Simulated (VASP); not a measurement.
# ZrAl23N24 (a cell with a defect) in VASP: single point with PBE

Aim: the single point of ZrAl23N24 (a cell with a defect) with PBE.

Everything below comes from runs of VASP 6.6.1. Logs are shortened: lines on timing, memory, paths and dates and some standing lists are left out, and cuts for length are marked.

### Step 1. The cell of the first run

The cell holds a defect, 48 atoms: a = 9.339 Å, b = 6.226 Å, c = 9.962 Å, α = 90.00°, β = 90.00°, γ = 120.00°.

### Step 2. Single point, PBE

Contents of INCAR:

```
SYSTEM = ZrAl23N24
  ALGO = Normal
  EDIFF = 1E-6
  ENCUT = 520
  GGA = PE
  ISIF = 2
  ISMEAR = -1
  LASPH = .TRUE.
  LCHARG = .TRUE.
  LELF = .TRUE.
  LREAL = Auto
  LVHAR = .TRUE.
  LWAVE = .FALSE.
  NBANDS = 130
  NELECT = 200.0
  NELM = 100
  PREC = Accurate
  SIGMA = 0.01
```

Contents of KPOINTS:

```
k-points
0
G
  3 4 2
  0 0 0
```

Contents of POSCAR:

```
ZrAl23N24
1.0
    9.3390000000      0.0000000000      0.0000000000
   -3.1130000000      5.3918741640      0.0000000000
    0.0000000000      0.0000000000      9.9620000000
Zr Al N
1 23 24
Direct
    0.1111111111      0.3333333334      0.0000000000
    0.1111111111      0.3333333334      0.5000000000
    0.1111111111      0.8333333334      0.0000000000
    0.1111111111      0.8333333334      0.5000000000
    0.4444444444      0.3333333334      0.0000000000
    0.4444444444      0.3333333334      0.5000000000
    0.4444444444      0.8333333334      0.0000000000
    0.4444444444      0.8333333334      0.5000000000
    0.7777777778      0.3333333334      0.0000000000
    0.7777777778      0.3333333334      0.5000000000
    0.7777777778      0.8333333334      0.0000000000
    0.7777777778      0.8333333334      0.5000000000
    0.2222222222      0.1666666666      0.2500000000
    0.2222222222      0.1666666666      0.7500000000
    0.2222222222      0.6666666666      0.2500000000
    0.2222222222      0.6666666666      0.7500000000
    0.5555555556      0.1666666666      0.2500000000
    0.5555555556      0.1666666666      0.7500000000
    0.5555555556      0.6666666666      0.2500000000
    0.5555555556      0.6666666666      0.7500000000
    0.8888888889      0.1666666666      0.2500000000
    0.8888888889      0.1666666666      0.7500000000
    0.8888888889      0.6666666666      0.2500000000
    0.8888888889      0.6666666666      0.7500000000
    0.1111111111      0.3333333334      0.1900000000
    0.1111111111      0.3333333334      0.6900000000
    0.1111111111      0.8333333334      0.1900000000
    0.1111111111      0.8333333334      0.6900000000
    0.4444444444      0.3333333334      0.1900000000
    0.4444444444      0.3333333334      0.6900000000
    0.4444444444      0.8333333334      0.1900000000
    0.4444444444      0.8333333334      0.6900000000
    0.7777777778      0.3333333334      0.1900000000
    0.7777777778      0.3333333334      0.6900000000
    0.7777777778      0.8333333334      0.1900000000
    0.7777777778      0.8333333334      0.6900000000
    0.2222222222      0.1666666666      0.4400000000
    0.2222222222      0.1666666666      0.9400000000
    0.2222222222      0.6666666666      0.4400000000
    0.2222222222      0.6666666666      0.9400000000
    0.5555555556      0.1666666666      0.4400000000
    0.5555555556      0.1666666666      0.9400000000
    0.5555555556      0.6666666666      0.4400000000
    0.5555555556      0.6666666666      0.9400000000
    0.8888888889      0.1666666666      0.4400000000
    0.8888888889      0.1666666666      0.9400000000
    0.8888888889      0.6666666666      0.4400000000
    0.8888888889      0.6666666666      0.9400000000
```

Potentials or basis: VASP PAW PBE potentials, release 64 (Zr_sv, Al, N).

The run is started by

```bash
> cat potpaw_PBE.64/Zr_sv/POTCAR potpaw_PBE.64/Al/POTCAR potpaw_PBE.64/N/POTCAR > POTCAR
> mpirun -np 1 vasp_std > vasp.out
```

OUTCAR:

```text
SYSTEM = ZrAl23N24
   EDIFF = 1E-6
   ENCUT = 520
   GGA = PE
   ISIF = 2
   ISMEAR = -1
   LASPH = .TRUE.
   LREAL = Auto
   NELECT = 200.0
   NELM = 100
   PREC = Accurate

 ion  position               nearest neighbor table
   1  0.111  0.333  0.000-  25 1.89  40 1.89  46 1.89  38 1.89  15 3.07  16 3.07  21 3.07  22 3.07
                            13 3.07  14 3.07   5 3.11   9 3.11   7 3.11  11 3.11   3 3.11   3 3.11
   2  0.111  0.333  0.500-  26 1.89  39 1.89  45 1.89  37 1.89  15 3.07  16 3.07  21 3.07  22 3.07
                            13 3.07  14 3.07   6 3.11  10 3.11   8 3.11  12 3.11   4 3.11   4 3.11
   3  0.111  0.833  0.000-  27 1.89  38 1.89  48 1.89  40 1.89  13 3.07  14 3.07  23 3.07  24 3.07
                            15 3.07  16 3.07   7 3.11  11 3.11   5 3.11   9 3.11   1 3.11   1 3.11
   4  0.111  0.833  0.500-  28 1.89  37 1.89  47 1.89  39 1.89  13 3.07  14 3.07  23 3.07  24 3.07
                            15 3.07  16 3.07   8 3.11  12 3.11   6 3.11  10 3.11   2 3.11   2 3.11
   5  0.444  0.333  0.000-  29 1.89  44 1.89  38 1.89  42 1.89  19 3.07  20 3.07  13 3.07  14 3.07
                            17 3.07  18 3.07   1 3.11   3 3.11   7 3.11   7 3.11  11 3.11   9 3.11
   6  0.444  0.333  0.500-  30 1.89  43 1.89  37 1.89  41 1.89  19 3.07  20 3.07  13 3.07  14 3.07
                            17 3.07  18 3.07   2 3.11   4 3.11   8 3.11   8 3.11  12 3.11  10 3.11
   7  0.444  0.833  0.000-  31 1.89  42 1.89  40 1.89  44 1.89  17 3.07  18 3.07  15 3.07  16 3.07
                            19 3.07  20 3.07   3 3.11   1 3.11   5 3.11   5 3.11   9 3.11  11 3.11
   8  0.444  0.833  0.500-  32 1.89  41 1.89  39 1.89  43 1.89  17 3.07  18 3.07  15 3.07  16 3.07
                            19 3.07  20 3.07   4 3.11   2 3.11   6 3.11   6 3.11  10 3.11  12 3.11
   9  0.778  0.333  0.000-  33 1.89  48 1.89  42 1.89  46 1.89  23 3.07  24 3.07  17 3.07  18 3.07
[... 53 lines left out ...]
  47  0.889  0.667  0.440-  23 1.89  10 1.89   4 1.89  12 1.89
  48  0.889  0.667  0.940-  24 1.89   9 1.89   3 1.89  11 1.89

  Warning from LATTYP: Monoclinic adjustment (A1->A3, A2->A1, A3->A2)!
  Warning from LATTYP: Got some problem with cell dimensions!
  Tried to take original basis but could not verify dimensions!
  LATTYP: Found a simple monoclinic cell.
 ALAT       =     6.2260000000
 B/A-ratio  =     1.6000642467
 C/A-ratio  =     1.3228756555
 COS(beta)  =    -0.1889822365

  Lattice vectors:

 A1 = (  -3.1130000000,   5.3918741640,   0.0000000000)
 A2 = (   0.0000000000,   0.0000000000,  -9.9620000000)
 A3 = (  -6.2260000000,  -5.3918741640,   0.0000000000)

Analysis of symmetry for initial positions (statically):
=====================================================================
 Subroutine PRICEL returns:
 Original cell was already a primitive cell.

 Routine SETGRP: Setting up the symmetry group for a
 simple monoclinic supercell.

 Subroutine GETGRP returns: Found  1 space group operations
 (whereof  1 operations were pure point group operations)
 out of a pool of  4 trial point group operations.

The static configuration has the point symmetry C_1 .

Analysis of symmetry for dynamics (positions and initial velocities):
=====================================================================
 Subroutine PRICEL returns:
 Original cell was already a primitive cell.

 Routine SETGRP: Setting up the symmetry group for a
 simple monoclinic supercell.

 Subroutine GETGRP returns: Found  1 space group operations
 (whereof  1 operations were pure point group operations)
 out of a pool of  4 trial point group operations.

The dynamic configuration has the point symmetry C_1 .

 Subroutine INISYM returns: Found  1 space group operations
 (whereof  1 operations are pure point group operations),
 and found     1 'primitive' translations

----------------------------------------------------------------------------------------

                                     Primitive cell

  volume of cell :     501.6336

  direct lattice vectors                    reciprocal lattice vectors
     9.339000000  0.000000000  0.000000000     0.107077846  0.061821423  0.000000000
    -3.113000000  5.391874164  0.000000000     0.000000000  0.185464269  0.000000000
     0.000000000  0.000000000  9.962000000     0.000000000  0.000000000  0.100381450

  length of vectors
     9.339000000  6.226000000  9.962000000     0.123642846  0.185464269  0.100381450

  position of ions in fractional coordinates (direct lattice)
     0.111111111  0.333333333  0.000000000
     0.111111111  0.333333333  0.500000000
     0.111111111  0.833333333  0.000000000
     0.111111111  0.833333333  0.500000000
[... 109 lines left out ...]
     0.000000000  0.000000000  0.050190725     0.000000000  0.000000000  0.500000000

  Length of vectors
     0.041214282  0.046366067  0.050190725

  Shift w.r.t. Gamma in fractional coordinates (k-lattice)
     0.000000000  0.000000000  0.000000000

 Subroutine IBZKPT returns following result:
 ===========================================

 Found     14 irreducible k-points:

 Following reciprocal coordinates:
            Coordinates               Weight
  0.000000  0.000000  0.000000      1.000000
  0.333333  0.000000  0.000000      2.000000
  0.000000  0.250000  0.000000      2.000000
  0.333333  0.250000  0.000000      2.000000
 -0.333333  0.250000  0.000000      2.000000
  0.000000  0.500000  0.000000      1.000000
  0.333333  0.500000  0.000000      2.000000
  0.000000  0.000000  0.500000      1.000000
  0.333333  0.000000  0.500000      2.000000
  0.000000  0.250000  0.500000      2.000000
  0.333333  0.250000  0.500000      2.000000
 -0.333333  0.250000  0.500000      2.000000
  0.000000  0.500000  0.500000      1.000000
  0.333333  0.500000  0.500000      2.000000
   k-points           NKPTS =     14   k-points in BZ     NKDIM =     14   number of bands    NBANDS=    130
   number of dos      NEDOS =    301   number of ions     NIONS =     48
   total plane-waves  NPLWV = 268800
   dimension x,y,z NGX =    70 NGY =   48 NGZ =   80
   dimension x,y,z NGXF=   140 NGYF=   96 NGZF=  160
   ions per type =               1  23  24
   NGX,Y,Z   is equivalent  to a cutoff of  12.46, 12.82, 13.35 a.u.
   NGXF,Y,Z  is equivalent  to a cutoff of  24.92, 25.63, 26.70 a.u.
 SYSTEM =  ZrAl23N24
   PREC   = accura    normal or accurate (medium, high low for compatibility)
   ISTART =      0    job   : 0-new  1-cont  2-samecut
   ICHARG =      2    charge: 1-file 2-atom 10-const
   ISPIN  =      1    spin polarized calculation?
   LNONCOLLINEAR =      F non collinear calculations
   LSORBIT =      F    spin-orbit coupling
   LASPH  =      T    aspherical Exc in radial PAW
   ENCUT  =  520.0 eV  38.22 Ry    6.18 a.u.  17.36 11.58 18.52*2*pi/ulx,y,z
   NELM   =    100;   NELMIN=  2; NELMDL= -5     # of ELM steps
   EDIFF  = 0.1E-05   stopping-criterion for ELM
   LREAL  =      T    real-space projection
   EDIFFG = 0.1E-04   stopping-criterion for IOM
   NSW    =      0    number of steps for IOM
   IBRION =     -1    ionic relax: 0-MD 1-quasi-New 2-CG
   NFREE  =      0    steps in history (QN), initial steepest desc. (CG)
   ISIF   =      2    stress and relaxation
   ISYM   =      2    0-nonsym 1-usesym 2-fastsym
   POTIM  = 0.5000    time-step for ionic-motion
   TEBEG  =    0.0;   TEEND  =   0.0 temperature during run
   PSTRESS=    0.0 pullay stress
   NELECT =     200.0000    total number of electrons
   NUPDOWN=      -1.0000    fix difference up-down
   EMIN   =  10.00;   EMAX   =-10.00  energy-range for DOS
   EFERMI =   0.00;   METHOD = LEGACY
   ISMEAR =    -1;   SIGMA  =   0.01  broadening in eV -4-tet -1-fermi 0-gaus
   EFERMI_NEDOS =   21; number of points for ismear=-14 and -15
   IALGO  =     38    algorithm
   IMIX   =      4    mixing-type and parameters
     AMIX     =   0.40;   BMIX     =  1.00
     AMIX_MAG =   1.60;   BMIX_MAG =  1.00
  volume/ion in A,a.u.               =      10.45        70.52
  Fermi-wavevector in a.u.,A,eV,Ry     =   1.204914  2.276957 19.753170  1.451817
  Thomas-Fermi vector in A             =   2.340625
   LORBIT       =      0    0 simple, 1 ext, 2 COOP (PROOUT), +10 PAW based schemes
   GGA     = PE    functional components
   LHFCALC =     F    Hartree Fock is set to
   AEXX    =    0.0000 exact exchange contribution
   IVDW    =     0    specifies the selected vdW correction
   LEPSILON=     F    determine dielectric tensor
   LRPA    =     F    only Hartree local field effects (RPA)
 non-spin polarized calculation
  energy-cutoff  :      520.00
  volume of cell :      501.63
 maximum number of plane-waves:     13526
 NGX is ok and might be reduce to    70
   NGX = 35   NGY = 23   NGZ = 37

 number of electron     199.9999980 magnetization

 Free energy of the ion-electron system (eV)
  ---------------------------------------------------
  ext. energy  EPLUGINS =         0.00000000
  ---------------------------------------------------
  free energy    TOTEN  =      -367.87603382 eV

  energy without entropy =     -367.87603382  energy(sigma->0) =     -367.87603382

 E-fermi :   6.5448     XC(G=0): -10.9634

 val. band max:        6.2710010718   @ k =   0.0000   0.0000   0.0000
 cond. band min:      10.4533621016   @ k =   0.0000   0.0000   0.0000
 fundamental gap:      4.1823610298
 Fermi energy:         6.5447806252

 k-point     1 :       0.0000    0.0000    0.0000
  band No.  band energies     occupation
      1     -40.0721      2.00000
      2     -18.8328      2.00000
      3     -18.8299      2.00000
      4     -18.8112      2.00000
      5      -8.8130      2.00000
      6      -7.8917      2.00000
[... 1599 lines left out ...]
    111      12.6633      0.00000
    112      12.7131      0.00000
 [bands above 112 left out]

------------------------ aborting loop because EDIFF is reached ----------------------------------------

  FORCE on cell =-STRESS in cart. coord.  units (eV):
  Direction    XX          YY          ZZ          XY          YZ          ZX
  --------------------------------------------------------------------------------------
  -------------------------------------------------------------------------------------
  Total       16.2820131     16.4079870     18.6608442     -0.1224058     -0.0020904     -0.0067667
  in kB       52.0034339     52.4057842     59.6012280     -0.3909544     -0.0066764     -0.0216123
  external PRESSURE =      54.6701487 kB  Pullay stress =       0.0000000 kB

 VOLUME and BASIS-vectors are now :
 -----------------------------------------------------------------------------
  energy-cutoff  :      520.00
  volume of cell :      501.63
      direct lattice vectors                 reciprocal lattice vectors
     9.339000000  0.000000000  0.000000000     0.107077846  0.061821423  0.000000000
    -3.113000000  5.391874164  0.000000000     0.000000000  0.185464269  0.000000000
     0.000000000  0.000000000  9.962000000     0.000000000  0.000000000  0.100381450

 POSITION                                       TOTAL-FORCE (eV/Angst)
 -----------------------------------------------------------------------------------
     -0.00000      1.79729      0.00000        -0.023130     -0.010560     -0.666001
     -0.00000      1.79729      4.98100        -0.021960     -0.008088     -0.297124
     -1.55650      4.49323      0.00000        -0.252893     -0.143154      0.046191
     -1.55650      4.49323      4.98100        -0.051262     -0.026734     -0.206557
      3.11300      1.79729      0.00000         0.946033      0.212711      0.008909
      3.11300      1.79729      4.98100         0.070445      0.047877     -0.175634
[... 40 lines left out ...]
      6.22600      3.59458      4.38328         0.052766      0.031633      0.057919
      6.22600      3.59458      9.36428         0.303388      0.185054      0.214510
 -----------------------------------------------------------------------------------
    total drift:                                0.001414     -0.002381      0.028196

  FREE ENERGIE OF THE ION-ELECTRON SYSTEM (eV)
  ---------------------------------------------------
  free  energy   TOTEN  =      -367.8760338195 eV

  energy  without entropy=     -367.8760338195  energy(sigma->0) =     -367.87603382
```

Wall time 24 min (1 thread of Intel Xeon 6975P-C (Granite Rapids), shared host); peak memory 0.91 GiB.

Results:

| Quantity | Value |
| --- | --- |
| Free energy | -367.8760 eV |
| Largest force | 4.614 eV/Å |

Forces on the atoms (eV/Å):
```
Zr  -0.023 -0.011 -0.666
Al  -0.022 -0.008 -0.297
Al  -0.253 -0.143  0.046
Al  -0.051 -0.027 -0.207
Al   0.946  0.213  0.009
Al   0.070  0.048 -0.176
Al   0.637  0.704  0.005
Al   0.074  0.038 -0.174
Al  -0.920  0.051  0.044
Al  -0.051  0.005 -0.184
Al  -0.378 -0.798  0.068
Al  -0.026 -0.049 -0.188
Al   0.731 -0.258  0.750
Al   0.453 -0.163 -1.130
Al   0.146  0.764  0.747
Al   0.088  0.474 -1.129
Al  -0.016 -0.032  0.111
Al  -0.005 -0.007 -0.322
Al   0.010  0.026  0.132
Al   0.027  0.017 -0.395
Al  -0.714 -0.417  0.727
Al  -0.446 -0.257 -1.123
Al  -0.155 -0.092  0.183
Al  -0.112 -0.073 -0.506
N   -0.006 -0.004  4.306
N    0.004  0.001  0.957
N    0.032  0.019 -0.333
N    0.050  0.030  0.551
N   -0.307 -0.044 -0.160
N   -0.149 -0.049  0.401
N   -0.207 -0.253 -0.160
N   -0.122 -0.108  0.398
N    0.309  0.019 -0.176
N    0.145  0.001  0.427
N    0.178  0.262 -0.187
N    0.071  0.124  0.442
N   -0.125  0.014  0.000
N    3.801 -2.321 -1.206
N   -0.052 -0.116  0.001
N   -0.117  4.448 -1.206
N   -0.005 -0.003  0.060
N   -0.046 -0.062  0.217
N   -0.001  0.000  0.065
N   -0.205 -0.083  0.206
N    0.129  0.074  0.017
N   -3.744 -2.171 -1.221
N    0.053  0.032  0.058
N    0.303  0.185  0.215
```

Levels at points of the mesh, in eV from the Fermi level:
| k point | band 97 | band 98 | band 99 | band 100 | band 101 | band 102 | band 103 | band 104 |
| --- | --- | --- | --- | --- | --- | --- | --- | --- |
| (0.00, 0.00, 0.00) | -0.59 | -0.30 | -0.28 | -0.27 | 3.91 | 4.39 | 4.60 | 4.64 |
| (0.00, 0.50, 0.00) | -0.62 | -0.61 | -0.60 | -0.52 | 4.32 | 4.52 | 4.79 | 5.17 |
| (0.00, 0.00, 0.50) | -0.61 | -0.56 | -0.32 | -0.31 | 4.35 | 4.42 | 4.53 | 4.64 |
| (0.00, 0.50, 0.50) | -0.72 | -0.70 | -0.62 | -0.60 | 4.43 | 4.68 | 4.76 | 5.14 |

Caveat: the cell carries a net charge on a neutralising background, which shifts energy and pressure; the cell is charged against a uniform background, so pressure and absolute levels hang on convention.
